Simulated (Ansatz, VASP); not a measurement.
# CaO in VASP and in Ansatz

File INCAR:

```
PREC = Accurate
ENCUT = 520
EDIFF = 1E-7
ISMEAR = 0
SIGMA = 0.05
LREAL = F
LASPH = T
NELM = 60
ALGO = Normal
ISIF = 2
LWAVE = F
LCHARG = F
GGA = PE
NBANDS = 24
```

File KPOINTS:

```
Automatic mesh
0
Gamma
  9 9 6
```

Contents of POSCAR:

```
CaO
1.0
    4.0518554619      0.0000000000      0.0000000000
   -2.0259277309      3.5090097624      0.0000000000
    0.0000000000      0.0000000000      4.7130674098
Ca O
2 2
Direct
    0.3333333333      0.6666666667      0.7500000000
    0.6666666667      0.3333333333      0.2500000000
    0.3333333333      0.6666666667      0.2500000000
    0.6666666667      0.3333333333      0.7500000000
```

Input for Ansatz:

```yaml
crystal:
  lattice:
    - [4.0518554619, 0.0, 0.0]
    - [-2.0259277309, 3.5090097624, 0.0]
    - [0.0, 0.0, 4.7130674098]
  atoms:
    - { symbol: Ca, position: [0.3333333333, 0.6666666667, 0.75] }
    - { symbol: Ca, position: [0.6666666667, 0.3333333333, 0.25] }
    - { symbol: O, position: [0.3333333333, 0.6666666667, 0.25] }
    - { symbol: O, position: [0.6666666667, 0.3333333333, 0.75] }
basis:
  ecutwfc: 420
kpoints:
  mp_grid: { grid: [9, 9, 6] }
hamiltonian:
  xc: pbe
scf:
  occupations: { method: gaussian, width: 0.05 }
output:
  forces: true
  stress: true
  eigenvalues: true
```

Change from the starting cell: strain +0.015 along x and y, -0.015 along z, atoms carried along.

Alike in both runs: task single point; functional PBE; k mesh 9 × 9 × 6; occupations gaussian, width 0.05 eV; no spin polarisation.

|  | VASP | Ansatz |
| --- | --- | --- |
| version | VASP 6.6.1 | Ansatz 0.2.0 |
| potentials or method | VASP PAW PBE potentials, release 64 (Ca_sv, O), cutoff 520 eV | scalar-relativistic, plane waves, PAW |
| valence electrons in the cell | 32 | 32 |

VASP gave:

```
gap on the k mesh at the Fermi level (eV)                     : 3.02
least direct gap on the mesh (eV)                             : 3.02
pressure (GPa)                                                : 0.6
traceless stress, the component that is largest in VASP (GPa) : 2.82
```

Task: What did Ansatz give for the same quantities?

Result: gap on the k mesh at the Fermi level (eV): 3.03; least direct gap on the mesh (eV): 3.03; pressure (GPa): 0.1; traceless stress, the component that is largest in VASP (GPa): 2.68.

The functional is the same, so the differences come from potentials, cutoffs and numerics.
